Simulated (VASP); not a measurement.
Mg4O: single point with PBEsol

Mg4O, a slab with vacuum:

```
CELL_PARAMETERS angstrom
3.18820 0.00000 0.00000
0.00000 5.10847 0.00000
0.00000 0.00000 19.13584
ATOMIC_POSITIONS crystal
Mg 0.00000 0.75000 0.20903
Mg 0.50000 0.25000 0.25713
Mg 0.50000 0.75000 0.35761
Mg 0.00000 0.25000 0.39903
O 0.00000 0.50000 0.45712
```

- Program: VASP 6.6.1
- Task: single point
- Functional: PBEsol
- Potentials or basis: VASP PAW PBE potentials, release 64 (Mg, O)
- Cutoff: 520 eV
- k mesh: 8 × 5 × 1
- Occupations: gaussian, width 0.1 eV
- Spin: no spin polarisation
- Dipole correction: yes
- Further INCAR settings: ALGO = Normal; EDIFF = 1e-06; NBANDS = 15

```
Largest force          : 3.896 eV/Å
Band gap on the k mesh : zero (bands 7 and 8 overlap by 0.44 eV)
```

Forces on the atoms (eV/Å):
```
Mg   0.000 -0.005  0.156
Mg   0.000 -0.089 -0.169
Mg   0.000 -1.032  1.544
Mg   0.000 -2.768 -1.634
O    0.000  3.895  0.103
```

Levels at points of the mesh, in eV from the Fermi level:
| k point | band 4 | band 5 | band 6 | band 7 | band 8 | band 9 | band 10 | band 11 |
| --- | --- | --- | --- | --- | --- | --- | --- | --- |
| (0.00, 0.00, 0.00) | -1.67 | -1.32 | -0.62 | -0.05 | 0.10 | 0.22 | 2.02 | 2.90 |
| (0.50, 0.00, 0.00) | -1.71 | -1.12 | -1.00 | 0.31 | 0.77 | 2.49 | 2.83 | 3.28 |

Run time: 68 s on 1 thread of Intel(R) Xeon(R) 6975P-C (Granite Rapids), on a shared host, peak memory 0.36 GiB.

Caveat: the PAW data sets were made with another functional, which shifts forces and pressure a little.
